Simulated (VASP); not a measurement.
A run of VASP 6.6.1:

INCAR

```
SYSTEM = Re
ALGO = Normal
EDIFF = 1E-6
ENCUT = 520
GGA = PS
ISIF = 2
ISMEAR = -1
LASPH = .TRUE.
LCHARG = .FALSE.
LREAL = .FALSE.
LWAVE = .FALSE.
NBANDS = 14
NELM = 60
PREC = Accurate
SIGMA = 0.05
```

KPOINTS

```
k-points
0
G
  11 11 6
  0 0 0
```

Contents of POSCAR:

```
Re
1.0
    2.7504684019      0.0000000000      0.0000000000
   -1.3752342010      2.3819755084      0.0000000000
    0.0000000000      0.0000000000      4.4434735578
Re
2
Direct
    0.6666666667      0.3333333333      0.7500000000
    0.3333333333      0.6666666667      0.2500000000
```

Potentials or basis: VASP PAW PBE potentials, release 64 (Re).

Command:

```console
$ cat potpaw_PBE.64/Re/POTCAR > POTCAR
$ mpirun -np 1 vasp_std > vasp.out
```

Hardware: 1 thread of Intel Xeon 8259CL, on a shared host.

Problem. How long does it take, and how much memory?

Solution. Wall time 28 s on 1 thread of Intel Xeon 8259CL, on a shared host, peak memory 0.15 GiB. Counts: scf iterations 11, k points 64.
